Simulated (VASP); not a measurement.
## Pd: single point with PBE

Crystal: Pd.

```
CELL_PARAMETERS angstrom
-1.57228 1.57228 1.57228
1.57228 -1.57228 1.57228
1.57228 1.57228 -1.57228
ATOMIC_POSITIONS crystal
Pd 0.00000 0.00000 0.00000
```

```json
{
 "Program": "VASP 6.6.1",
 "Task": "single point",
 "Functional": "PBE",
 "Potentials or basis": "VASP PAW PBE potentials, release 64 (Pd)",
 "Cutoff": "500 eV",
 "k mesh": "12 × 12 × 12",
 "Occupations": "gaussian, width 0.018 eV",
 "Spin": "no spin polarisation"
}
```

```
Pressure               : -1.5 GPa
Band gap on the k mesh : zero (band 5 reaches 9.47 eV, above the bottom of band 6 at 7.93 eV)
```

Levels at points of the mesh, in eV from the Fermi level:
| k point | band 1 | band 2 | band 3 | band 4 | band 5 | band 6 | band 7 | band 8 | band 9 | band 10 |
| --- | --- | --- | --- | --- | --- | --- | --- | --- | --- | --- |
| (0.00, 0.00, 0.00) | -6.69 | -2.69 | -2.69 | -2.69 | -0.85 | -0.85 | 19.31 | 19.31 | 19.31 | 27.30 |
| (0.50, 0.00, 0.00) | -4.87 | -3.80 | -0.92 | -0.64 | 0.58 | 1.54 | 7.57 | 15.06 | 17.40 | 23.68 |
| (0.50, 0.50, 0.50) | -4.79 | -4.79 | 0.23 | 0.23 | 0.23 | 9.10 | 9.10 | 9.10 | 16.95 | 17.13 |

Run time: 11 s on 1 thread of AMD EPYC 7R43 64-Core Processor (Zen 3) (shared host), peak memory 0.09 GiB.
